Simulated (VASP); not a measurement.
Wanted: the native input for a VASP 6.6.1 run.

- Task: single point
- Functional: LDA
- Potentials or basis: VASP PAW LDA potentials, release 64 (Zn, Rh_sv_GW)
- Cutoff: 620 eV
- k mesh: 7 × 7 × 7
- Occupations: fermi-dirac, width 0.1 eV
- Spin: no spin polarisation
- Dipole correction: no
- Further INCAR settings: ALGO = Normal; EDIFF = 1e-06; NBANDS = 40

The structure of ZnRh3 lies in POSCAR:

```
ZnRh3
1.0
   -1.8981420000      1.8981420000      3.7881810000
    1.8981420000     -1.8981420000      3.7881810000
    1.8981420000      1.8981420000     -3.7881810000
Zn Rh
1 3
Direct
    0.0000000000      0.0000000000      0.0000000000
    0.7500000000      0.2500000000      0.5000000000
    0.2500000000      0.7500000000      0.5000000000
    0.5000000000      0.5000000000      0.0000000000
```

One way to write it, as run:

INCAR

```
PREC     = Accurate       # precision mode
ENCUT    = 620            # plane-wave cutoff, eV
EDIFF    = 1E-6           # SCF threshold, eV
ISMEAR   = -1             # smearing method
SIGMA    = 0.1            # smearing width, eV
LREAL    = F              # projectors in reciprocal space
LASPH    = T              # aspherical terms in the spheres
NELM     = 120            # most SCF steps
ALGO     = Normal         # electronic algorithm
ISIF     = 2              # what is computed and relaxed
LWAVE    = F              # write WAVECAR
LCHARG   = F              # write CHGCAR
GGA      = CA             # functional
NBANDS   = 40             # bands
GGA_COMPAT= F
```

KPOINTS

```
Automatic mesh
0
Gamma
  7 7 7
```

Potentials or basis: VASP PAW LDA potentials, release 64 (Zn, Rh_sv_GW).

Launch:

```sh
$ cat potpaw_LDA.64/Zn/POTCAR potpaw_LDA.64/Rh_sv_GW/POTCAR > POTCAR
$ mpirun -np 1 vasp_std > vasp.out
```

It gave:

| Property | Result |
| --- | --- |
| Pressure | -9.6 GPa |
| Band gap on the k mesh | zero (an odd number of electrons rules out a gap without spin polarisation) |

Caveat: the cell stands under tension.

Run time: 100 s on 1 thread of AMD EPYC 9R45 96-Core Processor (Zen 5), with other jobs on the host, peak memory 0.24 GiB.
